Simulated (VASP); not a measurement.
# HfC (Fm-3m) in VASP: a series of runs

HfC is run at these levels: PBE; tasks: single point.

Program: VASP 6.6.1. These are calculated values, not measurements. Logs are shortened: lines on timing, memory, paths and dates and some standing lists are left out, and cuts for length are marked.

### 1 The cell of the first run

Symmetry: Fm-3m, No. 225, cubic system. Conventional cell: a = 4.650 Å, b = 4.650 Å, c = 4.650 Å, α = 90.00°, β = 90.00°, γ = 90.00°. Hf (site symmetry m-3m) has 6 C at 2.33 Å within 3.1 Å. Within 3.1 Å of C (site symmetry m-3m) lie 6 Hf at 2.33 Å.

### 2 Single point, PBE, collinear spin, ferromagnetic start

The input, INCAR:

```
  PREC = Accurate
  ENCUT = 520
  EDIFF = 1E-6
  ISMEAR = 0
  SIGMA = 0.1
  LREAL = False
  LASPH = True
  NELM = 150
  ALGO = Normal
  ISIF = 2
  LWAVE = False
  LCHARG = True
  ISPIN = 2
  MAGMOM = 1 0
  LORBIT = 11
  NUPDOWN = 1.0
  LMAXMIX = 4
  GGA = PE
  LELF = True
  LVHAR = True
  NBANDS = 18
```

The input, KPOINTS:

```
regular mesh
0
Gamma
  10 10 10
```

The input, POSCAR:

```
HfC
1.0
    0.0000000000      2.3250000000      2.3250000000
    2.3250000000      0.0000000000      2.3250000000
    2.3250000000      2.3250000000      0.0000000000
Hf C
1 1
Direct
    0.5000000000      0.5000000000      0.5000000000
    0.0000000000      0.0000000000      0.0000000000
```

Potentials or basis: VASP PAW PBE potentials, release 64 (Hf_pv, C).

On the command line:

```console
cat potpaw_PBE.64/Hf_pv/POTCAR potpaw_PBE.64/C/POTCAR > POTCAR
mpirun -np 1 vasp_std > vasp.out
```

OUTCAR:

```text
PREC = Accurate
   ENCUT = 520
   EDIFF = 1E-6
   ISMEAR = 0
   LREAL = False
   LASPH = True
   NELM = 150
   ISIF = 2
   ISPIN = 2
   LORBIT = 11
   NUPDOWN = 1.0
   GGA = PE

 ion  position               nearest neighbor table
   1  0.500  0.500  0.500-   2 2.33   2 2.33   2 2.33   2 2.33   2 2.33   2 2.33
   2  0.000  0.000  0.000-   1 2.33   1 2.33   1 2.33   1 2.33   1 2.33   1 2.33

  LATTYP: Found a face centered cubic cell.
 ALAT       =     4.6500000000

  Lattice vectors:

 A1 = (   0.0000000000,   2.3250000000,   2.3250000000)
 A2 = (   2.3250000000,   0.0000000000,   2.3250000000)
 A3 = (   2.3250000000,   2.3250000000,   0.0000000000)

Analysis of symmetry for initial positions (statically):
=====================================================================
 Subroutine PRICEL returns:
 Original cell was already a primitive cell.

 Routine SETGRP: Setting up the symmetry group for a
 face centered cubic supercell.

 Subroutine GETGRP returns: Found 48 space group operations
 (whereof 48 operations were pure point group operations)
 out of a pool of 48 trial point group operations.

The static configuration has the point symmetry O_h .

Analysis of symmetry for dynamics (positions and initial velocities):
=====================================================================
 Subroutine PRICEL returns:
 Original cell was already a primitive cell.

 Routine SETGRP: Setting up the symmetry group for a
 face centered cubic supercell.

 Subroutine GETGRP returns: Found 48 space group operations
 (whereof 48 operations were pure point group operations)
 out of a pool of 48 trial point group operations.

The dynamic configuration has the point symmetry O_h .

Analysis of structural, dynamic, and magnetic symmetry:
=====================================================================
 Subroutine PRICEL returns:
 Original cell was already a primitive cell.

 Routine SETGRP: Setting up the symmetry group for a
 face centered cubic supercell.

 Subroutine GETGRP returns: Found 48 space group operations
 (whereof 48 operations were pure point group operations)
 out of a pool of 48 trial point group operations.

The overall configuration has the point symmetry O_h .

 Subroutine INISYM returns: Found 48 space group operations
 (whereof 48 operations are pure point group operations),
 and found     1 'primitive' translations

----------------------------------------------------------------------------------------

                                     Primitive cell

  volume of cell :      25.1362

  direct lattice vectors                    reciprocal lattice vectors
     0.000000000  2.325000000  2.325000000    -0.215053763  0.215053763  0.215053763
     2.325000000  0.000000000  2.325000000     0.215053763 -0.215053763  0.215053763
     2.325000000  2.325000000  0.000000000     0.215053763  0.215053763 -0.215053763

  length of vectors
     3.288046533  3.288046533  3.288046533     0.372484045  0.372484045  0.372484045

  position of ions in fractional coordinates (direct lattice)
     0.500000000  0.500000000  0.500000000
     0.000000000  0.000000000  0.000000000

  ion indices of the primitive-cell ions
   primitive index   ion index
                 1           1
                 2           2

----------------------------------------------------------------------------------------

 KPOINTS: regular mesh

Automatic generation of k-mesh.
 Grid dimensions read from file:
 generate k-points for:   10   10   10

 Generating k-lattice:

  Cartesian coordinates                     Fractional coordinates (reciprocal lattice)
    -0.021505376  0.021505376  0.021505376     0.100000000  0.000000000  0.000000000
     0.021505376 -0.021505376  0.021505376     0.000000000  0.100000000  0.000000000
     0.021505376  0.021505376 -0.021505376     0.000000000  0.000000000  0.100000000

  Length of vectors
     0.037248404  0.037248404  0.037248404

  Shift w.r.t. Gamma in fractional coordinates (k-lattice)
     0.000000000  0.000000000  0.000000000

 Subroutine IBZKPT returns following result:
 ===========================================

 Found     47 irreducible k-points:

 Following reciprocal coordinates:
            Coordinates               Weight
  0.000000  0.000000  0.000000      1.000000
  0.100000  0.000000  0.000000      8.000000
  0.200000  0.000000  0.000000      8.000000
  0.300000  0.000000  0.000000      8.000000
  0.400000  0.000000  0.000000      8.000000
  0.500000  0.000000  0.000000      4.000000
[... 16 lines left out ...]
  0.300000  0.300000  0.000000      6.000000
  0.400000  0.300000  0.000000     24.000000
 [... further k-points ...]
   k-points           NKPTS =     47   k-points in BZ     NKDIM =     47   number of bands    NBANDS=     18
   number of dos      NEDOS =    301   number of ions     NIONS =      2
   total plane-waves  NPLWV =  13824
   dimension x,y,z NGX =    24 NGY =   24 NGZ =   24
   dimension x,y,z NGXF=    48 NGYF=   48 NGZF=   48
   ions per type =               1   1
   NGX,Y,Z   is equivalent  to a cutoff of  12.13, 12.13, 12.13 a.u.
   NGXF,Y,Z  is equivalent  to a cutoff of  24.27, 24.27, 24.27 a.u.
 SYSTEM =  unknown system
   PREC   = accura    normal or accurate (medium, high low for compatibility)
   ISTART =      0    job   : 0-new  1-cont  2-samecut
   ICHARG =      2    charge: 1-file 2-atom 10-const
   ISPIN  =      2    spin polarized calculation?
   LNONCOLLINEAR =      F non collinear calculations
   LSORBIT =      F    spin-orbit coupling
   LASPH  =      T    aspherical Exc in radial PAW
   ENCUT  =  520.0 eV  38.22 Ry    6.18 a.u.   6.11  6.11  6.11*2*pi/ulx,y,z
   NELM   =    150;   NELMIN=  2; NELMDL= -5     # of ELM steps
   EDIFF  = 0.1E-05   stopping-criterion for ELM
   LREAL  =      F    real-space projection
   EDIFFG = 0.1E-04   stopping-criterion for IOM
   NSW    =      0    number of steps for IOM
   IBRION =     -1    ionic relax: 0-MD 1-quasi-New 2-CG
   NFREE  =      0    steps in history (QN), initial steepest desc. (CG)
   ISIF   =      2    stress and relaxation
   ISYM   =      2    0-nonsym 1-usesym 2-fastsym
   POTIM  = 0.5000    time-step for ionic-motion
   TEBEG  =    0.0;   TEEND  =   0.0 temperature during run
   PSTRESS=    0.0 pullay stress
   NELECT =      14.0000    total number of electrons
   NUPDOWN=       1.0000    fix difference up-down
   EMIN   =  10.00;   EMAX   =-10.00  energy-range for DOS
   EFERMI =   0.00;   METHOD = LEGACY
   ISMEAR =     0;   SIGMA  =   0.10  broadening in eV -4-tet -1-fermi 0-gaus
   EFERMI_NEDOS =   21; number of points for ismear=-14 and -15
   IALGO  =     38    algorithm
   IMIX   =      4    mixing-type and parameters
     AMIX     =   0.40;   BMIX     =  1.00
     AMIX_MAG =   1.60;   BMIX_MAG =  1.00
  volume/ion in A,a.u.               =      12.57        84.81
  Fermi-wavevector in a.u.,A,eV,Ry     =   1.346949  2.545365 24.684672  1.814272
  Thomas-Fermi vector in A             =   2.474740
   LORBIT       =     11    0 simple, 1 ext, 2 COOP (PROOUT), +10 PAW based schemes
   GGA     = PE    functional components
   LHFCALC =     F    Hartree Fock is set to
   AEXX    =    0.0000 exact exchange contribution
   IVDW    =     0    specifies the selected vdW correction
   LEPSILON=     F    determine dielectric tensor
   LRPA    =     F    only Hartree local field effects (RPA)
 spin polarized calculation
 Gauss-broadening in eV      SIGMA  =   0.10
  energy-cutoff  :      520.00
  volume of cell :       25.14
 maximum number of plane-waves:       700
   NGX = 13   NGY = 13   NGZ = 13

 number of electron      14.0000000 magnetization       1.0000000

 Free energy of the ion-electron system (eV)
  ---------------------------------------------------
  ext. energy  EPLUGINS =         0.00000000
  ---------------------------------------------------
  free energy    TOTEN  =       -19.98138075 eV

  energy without entropy =      -19.97930491  energy(sigma->0) =      -19.98034283

 E-fermi :   4.4820     XC(G=0): -12.2865

 val. band max:        8.0329236368   @ k =  -0.4000   0.3000   0.0000
 cond. band min:       4.5797435085   @ k =   0.4000   0.2000   0.0000
 fundamental gap:     -3.4531801283
 Fermi energy:         8.1438277381

 spin component 1

 k-point     1 :       0.0000    0.0000    0.0000
  band No.  band energies     occupation
      1     -23.5779      1.00000
      2     -23.5779      1.00000
      3     -23.5779      1.00000
      4      -6.7603      1.00000
      5       6.4456      1.00000
      6       6.4456      1.00000
[... 10 lines left out ...]
     17      30.1706      0.00000
     18      30.1706      0.00000
[... 463 lines left out ...]
 k-point    24 :       0.4000    0.3000    0.0000
  band No.  band energies     occupation
      1     -24.0814      1.00000
      2     -23.7800      1.00000
      3     -23.7588      1.00000
      4      -4.7111      1.00000
      5       1.8937      1.00000
      6       3.8730      1.00000
[... 10 lines left out ...]
     17      22.5067      0.00000
     18      25.1911      0.00000

 [... further k-points ...]

 spin component 2

 k-point     1 :       0.0000    0.0000    0.0000
  band No.  band energies     occupation
      1     -23.3936      1.00000
      2     -23.3936      1.00000
      3     -23.3936      1.00000
      4      -6.1440      1.00000
      5       7.1318      0.00000
      6       7.1318      0.00000
[... 10 lines left out ...]
     17      30.5990      0.00000
     18      30.5990      0.00000
[... 463 lines left out ...]
 k-point    24 :       0.4000    0.3000    0.0000
  band No.  band energies     occupation
      1     -23.8818      1.00000
      2     -23.5899      1.00000
      3     -23.5694      1.00000
      4      -4.0766      1.00000
      5       2.4509      1.00000
      6       4.3965      0.88684
[... 10 lines left out ...]
     17      22.9886      0.00000
     18      25.6359      0.00000

 [... further k-points ...]
[... 5 lines left out ...]
  --------------------------------------------------------------------------------------
  -------------------------------------------------------------------------------------
  Total        0.6249132      0.6249132      0.6249132      0.0000000      0.0000000      0.0000000
  in kB       39.8319332     39.8319332     39.8319332      0.0000000      0.0000000      0.0000000
  external PRESSURE =      39.8319332 kB  Pullay stress =       0.0000000 kB

 VOLUME and BASIS-vectors are now :
 -----------------------------------------------------------------------------
  energy-cutoff  :      520.00
  volume of cell :       25.14
      direct lattice vectors                 reciprocal lattice vectors
     0.000000000  2.325000000  2.325000000    -0.215053763  0.215053763  0.215053763
     2.325000000  0.000000000  2.325000000     0.215053763 -0.215053763  0.215053763
     2.325000000  2.325000000  0.000000000     0.215053763  0.215053763 -0.215053763

 POSITION                                       TOTAL-FORCE (eV/Angst)
 -----------------------------------------------------------------------------------
      2.32500      2.32500      2.32500         0.000000     -0.000000     -0.000000
      0.00000      0.00000      0.00000        -0.000000      0.000000      0.000000
 -----------------------------------------------------------------------------------
    total drift:                                0.000000     -0.000000      0.000000

  FREE ENERGIE OF THE ION-ELECTRON SYSTEM (eV)
  ---------------------------------------------------
  free  energy   TOTEN  =       -19.9813807501 eV

  energy  without entropy=      -19.9793049079  energy(sigma->0) =      -19.98034283

 total charge

# of ion       s       p       d       tot
------------------------------------------
    1        0.311   6.587   1.706   8.604
    2        0.882   1.491   0.000   2.373
--------------------------------------------------
tot          1.193   8.078   1.706  10.977

 magnetization (x)

# of ion       s       p       d       tot
------------------------------------------
    1        0.006   0.057   0.309   0.372
    2        0.013   0.265   0.000   0.277
--------------------------------------------------
tot          0.019   0.322   0.309   0.649
```

Wall time 35 s (1 thread of AMD EPYC 9R45 (Zen 5), shared host); peak memory 0.14 GiB.

Results:

```yaml
Free_energy: -19.9814 eV
Pressure: 4.0 GPa
Net_moment: 1.00 μB per cell
Site_moments: Hf +0.37; C +0.28 μB
Valence_electrons_inside_the_program's_atomic_spheres: Hf 8.60; C 2.37
```

Caveat: spin-orbit coupling is left out, which moves the levels of the heavy elements; the total moment is fixed, so each spin has its own Fermi level.

### 3 Single point, PBE, collinear spin, ferromagnetic start (volume scaled by 1.02)

The input, INCAR:

```
SYSTEM = HfC
PREC     = Accurate       ! precision mode
ENCUT    = 520            ! plane-wave cutoff, eV
EDIFF    = 1E-6           ! SCF threshold, eV
ISMEAR   = 0              ! smearing method
SIGMA    = 0.1            ! smearing width, eV
LREAL    = .FALSE.        ! projectors in reciprocal space
LASPH    = .TRUE.         ! aspherical terms in the spheres
NELM     = 150            ! most SCF steps
ALGO     = Normal         ! electronic algorithm
ISIF     = 2              ! what is computed and relaxed
LWAVE    = .FALSE.        ! write WAVECAR
LCHARG   = .TRUE.         ! write CHGCAR
ISPIN    = 2              ! spin polarisation
MAGMOM   = 1 0            ! initial moments
LORBIT   = 11             ! projections on sites
NUPDOWN  = 1.0            ! fixed moment
LMAXMIX  = 4              ! l up to which the mixer works
GGA      = PE             ! functional
LELF     = .TRUE.         ! ELF
LVHAR    = .TRUE.       
NBANDS   = 18             ! bands
```

The input, KPOINTS:

```
Automatic mesh
0
G
  10 10 10
  0 0 0
```

The input, POSCAR:

```
HfC
1.0
    0.0000000000      2.3403977997      2.3403977997
    2.3403977997      0.0000000000      2.3403977997
    2.3403977997      2.3403977997      0.0000000000
Hf C
1 1
Direct
    0.5000000000      0.5000000000      0.5000000000
    0.0000000000      0.0000000000      0.0000000000
```

Potentials or basis: VASP PAW PBE potentials, release 64 (Hf_pv, C).

On the command line:

```console
cat potpaw_PBE.64/Hf_pv/POTCAR potpaw_PBE.64/C/POTCAR > POTCAR
mpirun -np 1 vasp_std > vasp.out
```

It took 46 s on 1 thread of AMD EPYC 9R45 (Zen 5), shared host; peak memory 0.16 GiB.

Results (log left out):

```yaml
Free_energy: -19.9868 eV
Pressure: -0.6 GPa
Net_moment: 1.00 μB per cell
Site_moments: Hf +0.37; C +0.27 μB
Valence_electrons_inside_the_program's_atomic_spheres: Hf 8.54; C 2.36
```

Caveat: spin-orbit coupling is left out, which moves the levels of the heavy elements; the total moment is fixed, so each spin has its own Fermi level.

### 4 Single point, PBE, collinear spin, ferromagnetic start (volume scaled by 1.04)

The input, INCAR:

```
SYSTEM = HfC
PREC     = Accurate       ! precision mode
ENCUT    = 520            ! plane-wave cutoff, eV
EDIFF    = 1E-7           ! SCF threshold, eV
ISMEAR   = 0              ! smearing method
SIGMA    = 0.1            ! smearing width, eV
LREAL    = .False.        ! projectors in reciprocal space
LASPH    = .True.         ! aspherical terms in the spheres
NELM     = 150            ! most SCF steps
ALGO     = Normal         ! electronic algorithm
ISIF     = 2              ! what is computed and relaxed
LWAVE    = .False.        ! write WAVECAR
LCHARG   = .False.        ! write CHGCAR
ISPIN    = 2              ! spin polarisation
MAGMOM   = 1 0            ! initial moments
LORBIT   = 11             ! projections on sites
NUPDOWN  = 1.0            ! fixed moment
LMAXMIX  = 4              ! l up to which the mixer works
GGA      = PE             ! functional
NBANDS   = 18             ! bands
```

The input, KPOINTS:

```
regular mesh
0
Gamma
  10 10 10
  0 0 0
```

The input, POSCAR:

```
HfC
1.0
    0.0000000000      2.3555956139      2.3555956139
    2.3555956139      0.0000000000      2.3555956139
    2.3555956139      2.3555956139      0.0000000000
Hf C
1 1
Direct
    0.5000000000      0.5000000000      0.5000000000
    0.0000000000      0.0000000000      0.0000000000
```

On the command line:

```console
cat potpaw_PBE.64/Hf_pv/POTCAR potpaw_PBE.64/C/POTCAR > POTCAR
mpirun -np 1 vasp_std > vasp.out
```

It took 59 s on 1 thread of AMD EPYC 9R45 (Zen 5), shared host; peak memory 0.16 GiB.

It converged, with:

```yaml
Free_energy: -19.9785 eV
Pressure: -4.7 GPa
Net_moment: 1.00 μB per cell
Site_moments: Hf +0.37; C +0.27 μB
Valence_electrons_inside_the_program's_atomic_spheres: Hf 8.49; C 2.35
```

Caveat: spin-orbit coupling is left out, which moves the levels of the heavy elements; the total moment is fixed, so each spin has its own Fermi level.

### 5 Single point, PBE, collinear spin, ferromagnetic start (volume scaled by 1.06)

The input, INCAR:

```
SYSTEM = HfC
ALGO     = Normal         ! electronic algorithm
EDIFF    = 1E-7           ! SCF threshold, eV
ENCUT    = 520            ! plane-wave cutoff, eV
GGA      = PE             ! functional
ISIF     = 2              ! what is computed and relaxed
ISMEAR   = 0              ! smearing method
ISPIN    = 2              ! spin polarisation
LASPH    = .TRUE.         ! aspherical terms in the spheres
LCHARG   = .TRUE.         ! write CHGCAR
LELF     = .TRUE.         ! ELF
LMAXMIX  = 4              ! l up to which the mixer works
LORBIT   = 11             ! projections on sites
LREAL    = .FALSE.        ! projectors in reciprocal space
LVHAR    = .TRUE.       
LWAVE    = .FALSE.        ! write WAVECAR
MAGMOM   = 1 0            ! initial moments
NBANDS   = 18             ! bands
NELM     = 150            ! most SCF steps
NUPDOWN  = 1.0            ! fixed moment
PREC     = Accurate       ! precision mode
SIGMA    = 0.1            ! smearing width, eV
```

The input, KPOINTS:

```
k-points
0
G
  10 10 10
  0 0 0
```

The input, POSCAR:

```
HfC
1.0
    0.0000000000      2.3705998121      2.3705998121
    2.3705998121      0.0000000000      2.3705998121
    2.3705998121      2.3705998121      0.0000000000
Hf C
1 1
Direct
    0.5000000000      0.5000000000      0.5000000000
    0.0000000000      0.0000000000      0.0000000000
```

On the command line:

```console
cat potpaw_PBE.64/Hf_pv/POTCAR potpaw_PBE.64/C/POTCAR > POTCAR
mpirun -np 1 vasp_std > vasp.out
```

Run time: 54 s. Hardware: 1 thread of AMD EPYC 9R45 (Zen 5), shared host; peak memory 0.15 GiB.

Results (log left out):

```
Free energy                                           : -19.9578 eV
Pressure                                              : -8.5 GPa
Net moment                                            : 1.00 μB per cell
Site moments                                          : Hf +0.36; C +0.27 μB
Valence electrons inside the program's atomic spheres : Hf 8.44; C 2.33
```

Caveat: spin-orbit coupling is left out, which moves the levels of the heavy elements; the total moment is fixed, so each spin has its own Fermi level.

### 6 Summary

```csv
cell,pressure (GPa),moment (μB)
"a = 3.288 Å, angles 60.0°, 2 atoms",4.0,1.00
"a = 3.310 Å, angles 60.0°, 2 atoms",-0.6,1.00
"a = 3.331 Å, angles 60.0°, 2 atoms",-4.7,1.00
"a = 3.353 Å, angles 60.0°, 2 atoms",-8.5,1.00
```

Alike in all rows: task single point; level PBE; potentials or basis VASP PAW PBE potentials, release 64 (Hf_pv, C); spin collinear, ferromagnetic start; fixed moment (μB) 1.0; k mesh 10 × 10 × 10; cutoff (eV) 520; smearing gaussian 0.1 eV.

Caveats: spin-orbit coupling is left out, which moves the levels of the heavy elements; the total moment is fixed, so each spin has its own Fermi level.

Total energies depend on the potentials used, so only differences within one code and one set of settings carry meaning.
